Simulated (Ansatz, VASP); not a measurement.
KBr: VASP beside Ansatz

```
K Br
1.0
     0.00000    3.29250    3.29250
     3.29250    0.00000    3.29250
     3.29250    3.29250    0.00000
K Br
1 1
Direct
  0.00000 0.00000 0.00000
  0.55369 0.50000 0.50000
```

Change from the starting cell: all Br atoms moved -0.250 Å, as atom 2 towards its neighbour atom 2 (Br) at 4.656 Å.

Alike in both runs: task single point; functional r2SCAN; k mesh 6 × 6 × 6; occupations gaussian, width 0.05 eV; no spin polarisation.

```csv
,VASP,Ansatz
version,VASP 6.6.1,Ansatz 0.2.0
potentials or method,"VASP PAW PBE potentials, release 64 (K_sv, Br), cutoff 520 eV","scalar-relativistic, plane waves, PAW"
valence electrons in the cell,16,16
```

|  | VASP | Ansatz | Ansatz less VASP |
| --- | --- | --- | --- |
| gap on the k mesh at the Fermi level (eV) | 5.11 | 5.11 | -0.002 |
| least direct gap on the mesh (eV) | 5.11 | 5.11 | -0.002 |
| pressure (GPa) | 0.6 | 0.6 | 0.00 |
| traceless stress, the component that is largest in VASP (GPa) | -0.48 | -0.47 | +0.007 |
| rms of the force components (eV/Å) | 0.208 | 0.205 | -0.0027 |

VASP's potentials were made for PBE, not for r2SCAN. Atom by atom the forces differ by 0.003 eV/Å (rms over components). The functional is the same, so the differences come from potentials, cutoffs and numerics.
